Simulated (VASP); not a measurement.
Input of a VASP 6.6.1 run:

Contents of INCAR:

```
ALGO = Normal ; EDIFF = 1E-6
EDIFFG = -0.005 ; ENCUT = 600
GGA = CA ; IBRION = 2
ISIF = 3 ; ISMEAR = 0
LASPH = T ; LCHARG = F
LREAL = F ; LWAVE = F
NELM = 100 ; NSW = 70
PREC = Accurate ; SIGMA = 0.02
```

Contents of KPOINTS:

```
k-points
0
Gamma
  10 10 10
```

POSCAR

```
InP
1.0
    0.0000000000      2.9800342118      2.9800342118
    2.9800342118      0.0000000000      2.9800342118
    2.9800342118      2.9800342118      0.0000000000
In P
1 1
Direct
    0.0000000000      0.0000000000      0.0000000000
    0.2500000000      0.2500000000      0.2500000000
```

Potentials or basis: VASP PAW LDA potentials, release 64 (In_d, P).

The run is started by

```bash
$ cat potpaw_LDA.64/In_d/POTCAR potpaw_LDA.64/P/POTCAR > POTCAR
$ mpirun -np 1 vasp_std > vasp.out
```

Question: Predict the band gap on the k mesh.

Answer: 0.60 eV, direct.

Question: Predict the relaxed volume.

Answer: 24.75 Å³/atom.

Question: What does it give for the space group after relaxing (to 0.05 Å)?

Answer: F-43m (No. 216).

The path:
| step | energy change (eV) | largest force (eV/Å) | pressure (GPa) | volume (Å³) |
| --- | --- | --- | --- | --- |
| 1 | 0.0000 | 0.0000 | -4.09 | 52.93 |
| 2 | -0.0342 | 0.0000 | 2.53 | 47.92 |
| 3 | -0.0463 | 0.0000 | -0.04 | 49.52 |
| 4 | -0.0463 | 0.0000 | 0.10 | 49.45 |
| 5 | -0.0463 | 0.0000 | -0.07 | 49.56 |
| 6 | -0.0463 | 0.0000 | 0.02 | 49.50 |

Caveat: spin-orbit coupling is left out, which moves the levels of the heavy elements. As with any semilocal functional, this LDA gap is likely too small.
